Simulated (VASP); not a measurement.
# V (I4/mmm) in VASP: further runs, part 2 of 2

VASP 6.6.1. The steps go on from the part before.

### Step 3. Electric field gradients, PBE, collinear spin, ferromagnetic start (equal xx and yy strain of -1 %)

INCAR reads:

```
  PREC = Accurate
  ENCUT = 520
  EDIFF = 1E-8
  ISMEAR = -1
  SIGMA = 0.03
  LREAL = False
  LASPH = True
  NELM = 150
  ALGO = Normal
  ISIF = 2
  LWAVE = False
  LCHARG = False
  ISPIN = 2
  MAGMOM = 1.5
  LORBIT = 11
  LMAXMIX = 4
  GGA = PE
  LEFG = True
  NBANDS = 16
```

KPOINTS reads:

```
Automatic mesh
0
Gamma
  19 19 19
```

POSCAR reads:

```
V
1.0
   -1.4978700000      1.4978700000      1.5130000000
    1.4978700000     -1.4978700000      1.5130000000
    1.4978700000      1.4978700000     -1.5130000000
V
1
Direct
    0.0000000000      0.0000000000      0.0000000000
```

Potentials or basis: VASP PAW PBE potentials, release 64 (V_sv).

Launch:

```
cat potpaw_PBE.64/V_sv/POTCAR > POTCAR
mpirun -np 1 vasp_std > vasp.out
```

OUTCAR:

```text
PREC = Accurate
   ENCUT = 520
   EDIFF = 1E-8
   ISMEAR = -1
   LREAL = False
   LASPH = True
   NELM = 150
   ISIF = 2
   ISPIN = 2
   LORBIT = 11
   GGA = PE

 ion  position               nearest neighbor table
   1  0.000  0.000  0.000-

  LATTYP: Found a body centered tetragonal cell.
 ALAT       =     2.9957400000
 C/A-ratio  =     1.0101010101

  Lattice vectors:

 A1 = (  -1.4978700000,   1.4978700000,   1.5130000000)
 A2 = (   1.4978700000,  -1.4978700000,   1.5130000000)
 A3 = (   1.4978700000,   1.4978700000,  -1.5130000000)

Analysis of symmetry for initial positions (statically):
=====================================================================
 Subroutine PRICEL returns:
 Original cell was already a primitive cell.

 Routine SETGRP: Setting up the symmetry group for a
 body centered tetragonal supercell.

 Subroutine GETGRP returns: Found 16 space group operations
 (whereof 16 operations were pure point group operations)
 out of a pool of 16 trial point group operations.

The static configuration has the point symmetry D_4h.

Analysis of symmetry for dynamics (positions and initial velocities):
=====================================================================
 Subroutine PRICEL returns:
 Original cell was already a primitive cell.

 Routine SETGRP: Setting up the symmetry group for a
 body centered tetragonal supercell.

 Subroutine GETGRP returns: Found 16 space group operations
 (whereof 16 operations were pure point group operations)
 out of a pool of 16 trial point group operations.

The dynamic configuration has the point symmetry D_4h.

Analysis of structural, dynamic, and magnetic symmetry:
=====================================================================
 Subroutine PRICEL returns:
 Original cell was already a primitive cell.

 Routine SETGRP: Setting up the symmetry group for a
 body centered tetragonal supercell.

 Subroutine GETGRP returns: Found 16 space group operations
 (whereof 16 operations were pure point group operations)
 out of a pool of 16 trial point group operations.

The overall configuration has the point symmetry D_4h.

 Subroutine INISYM returns: Found 16 space group operations
 (whereof 16 operations are pure point group operations),
 and found     1 'primitive' translations

----------------------------------------------------------------------------------------

                                     Primitive cell

  volume of cell :      13.5784

  direct lattice vectors                    reciprocal lattice vectors
    -1.497870000  1.497870000  1.513000000     0.000000000  0.333807340  0.330469266
     1.497870000 -1.497870000  1.513000000     0.333807340  0.000000000  0.330469266
     1.497870000  1.497870000 -1.513000000     0.333807340  0.333807340  0.000000000

  length of vectors
     2.603151566  2.603151566  2.603151566     0.469720423  0.469720423  0.472074867

  position of ions in fractional coordinates (direct lattice)
     0.000000000  0.000000000  0.000000000

  ion indices of the primitive-cell ions
   primitive index   ion index
                 1           1

[... 91 lines left out ...]
     AMIX_MAG =   1.60;   BMIX_MAG =  1.00
  volume/ion in A,a.u.               =      13.58        91.63
  Fermi-wavevector in a.u.,A,eV,Ry     =   1.613517  3.049105 35.421915  2.603437
  Thomas-Fermi vector in A             =   2.708574
   LORBIT       =     11    0 simple, 1 ext, 2 COOP (PROOUT), +10 PAW based schemes
   GGA     = PE    functional components
   LHFCALC =     F    Hartree Fock is set to
   AEXX    =    0.0000 exact exchange contribution
   IVDW    =     0    specifies the selected vdW correction
   LEPSILON=     F    determine dielectric tensor
   LRPA    =     F    only Hartree local field effects (RPA)
 spin polarized calculation
  energy-cutoff  :      520.00
  volume of cell :       13.58
 maximum number of plane-waves:       378
   NGX =  9   NGY =  9   NGZ =  9

 number of electron      12.9999991 magnetization       0.0000085

 number of electron      12.9999991 magnetization      -0.0000030

 Free energy of the ion-electron system (eV)
  ---------------------------------------------------
  ext. energy  EPLUGINS =         0.00000000
  ---------------------------------------------------
  free energy    TOTEN  =        -8.99399983 eV

  energy without entropy =       -8.98880687  energy(sigma->0) =       -8.99140335

 E-fermi :   9.6031     XC(G=0): -12.8609

 val. band max:        9.5988637212   @ k =  -0.4211   0.1053   0.0000
 cond. band min:       9.6059808919   @ k =  -0.1579   0.2105   0.0526
 fundamental gap:      0.0071171707
 Fermi energy:         9.6031316754

 spin component 1

 k-point     1 :       0.0000    0.0000    0.0000
  band No.  band energies     occupation
      1     -54.1206      1.00000
      2     -27.4345      1.00000
      3     -27.4341      1.00000
      4     -27.4341      1.00000
      5       3.0384      1.00000
      6       9.9927      0.00000
[... 435 lines left out ...]
      5       5.0672      1.00000
      6       9.2892      0.99997
[... 8 lines left out ...]
     15      36.2645      0.00000
     16      36.8738      0.00000

 [... further k-points ...]

 spin component 2

 k-point     1 :       0.0000    0.0000    0.0000
  band No.  band energies     occupation
      1     -54.1206      1.00000
      2     -27.4345      1.00000
      3     -27.4341      1.00000
      4     -27.4341      1.00000
      5       3.0384      1.00000
      6       9.9927      0.00000
[... 435 lines left out ...]
      5       5.0672      1.00000
      6       9.2892      0.99997
[... 8 lines left out ...]
     15      36.2645      0.00000
     16      36.8738      0.00000

 [... further k-points ...]
[... 5 lines left out ...]
  --------------------------------------------------------------------------------------
  -------------------------------------------------------------------------------------
  Total       -0.0928207     -0.0928207     -0.1965275      0.0000000      0.0000000      0.0000000
  in kB      -10.9523711    -10.9523711    -23.1892519      0.0000000      0.0000000      0.0000000
  external PRESSURE =     -15.0313314 kB  Pullay stress =       0.0000000 kB

 VOLUME and BASIS-vectors are now :
 -----------------------------------------------------------------------------
  energy-cutoff  :      520.00
  volume of cell :       13.58
      direct lattice vectors                 reciprocal lattice vectors
    -1.497870000  1.497870000  1.513000000     0.000000000  0.333807340  0.330469266
     1.497870000 -1.497870000  1.513000000     0.333807340  0.000000000  0.330469266
     1.497870000  1.497870000 -1.513000000     0.333807340  0.333807340  0.000000000

 POSITION                                       TOTAL-FORCE (eV/Angst)
 -----------------------------------------------------------------------------------
      0.00000      0.00000      0.00000         0.000000      0.000000     -0.000000
 -----------------------------------------------------------------------------------
    total drift:                                0.000000     -0.000000      0.000000

  FREE ENERGIE OF THE ION-ELECTRON SYSTEM (eV)
  ---------------------------------------------------
  free  energy   TOTEN  =        -8.9939998266 eV

  energy  without entropy=       -8.9888068744  energy(sigma->0) =       -8.99140335

 Electric field gradients (V/A^2)
---------------------------------------------------------------------
 ion       V_xx      V_yy      V_zz      V_xy      V_xz      V_yz
---------------------------------------------------------------------
   1      -0.406    -0.406     0.813     0.003     0.003     0.003
---------------------------------------------------------------------

 Electric field gradients after diagonalization (V/A^2)
 (convention: |V_zz| > |V_xx| > |V_yy|)
----------------------------------------------------------------------
 ion       V_xx      V_yy      V_zz     asymmetry (V_yy - V_xx)/ V_zz
----------------------------------------------------------------------
   1      -0.409    -0.404     0.813       0.007
----------------------------------------------------------------------

           NMR quadrupolar parameters

 Cq : quadrupolar parameter    Cq=e*Q*V_zz/h
 eta: asymmetry parameters     (V_yy - V_xx)/ V_zz
 Q  : nuclear electric quadrupole moment in mb (millibarn)
----------------------------------------------------------------------
 ion       Cq(MHz)       eta       Q (mb)
----------------------------------------------------------------------
   1       0.002       0.007       1.000
----------------------------------------------------------------------

 total charge

# of ion       s       p       d       tot
------------------------------------------
    1        2.339   6.219   3.080  11.638

 magnetization (x)

# of ion       s       p       d       tot
------------------------------------------
    1        0.000  -0.000  -0.000  -0.000
```

stdout:

```text
POSCAR found type information on POSCAR V
 POSCAR found :  1 types and       1 ions
 scaLAPACK will be used
 LDA part: xc-table for (Slater+PW92), standard interpolation
 POSCAR, INCAR and KPOINTS ok, starting setup
 FFT: planning ... GRIDC
 FFT: planning ... GRID_SOFT
 FFT: planning ... GRID
 WAVECAR not read
 entering main loop
ion   1
```

It took 3.9 min on 1 thread of Intel Xeon Platinum 8259CL at 2.50GHz (Skylake/Cascade Lake), shared host; peak memory 0.27 GiB.

Results:

```
Free energy                                           : -8.9940 eV
Pressure                                              : -1.5 GPa
Net moment                                            : 0.00 μB per cell
Largest electric field gradient by atom               : V +0.8 V/Å²
Valence electrons inside the program's atomic spheres : V 11.64
```

Levels at points of the mesh, in eV from the Fermi level:
Spin up:
| k point | band 4 | band 5 | band 6 | band 7 | band 8 | band 9 | band 10 | band 11 |
| --- | --- | --- | --- | --- | --- | --- | --- | --- |
| (0.00, 0.00, 0.00) | -37.04 | -6.56 | 0.39 | 0.39 | 0.47 | 2.36 | 2.45 | 20.29 |
Spin down:
```tsv
k point	band 3	band 4	band 5	band 6	band 7	band 8	band 9	band 10	band 11	band 12
(0.00, 0.00, 0.00)	-37.04	-37.04	-6.56	0.39	0.39	0.47	2.36	2.45	20.29	20.50
```

Electric field gradients, principal values (V/Å²):
| atom | least | middle | greatest (by size) |
| --- | --- | --- | --- |
| 1 V | -0.404 | -0.409 | 0.813 |

Caveat: the cell differs from its parent crystal (equal xx and yy strain of -1 %); the moments typed at the start vanished in this run; without QUAD_EFG the Cq values of the log hold for a quadrupole moment of 1 mb, not for the nuclei.
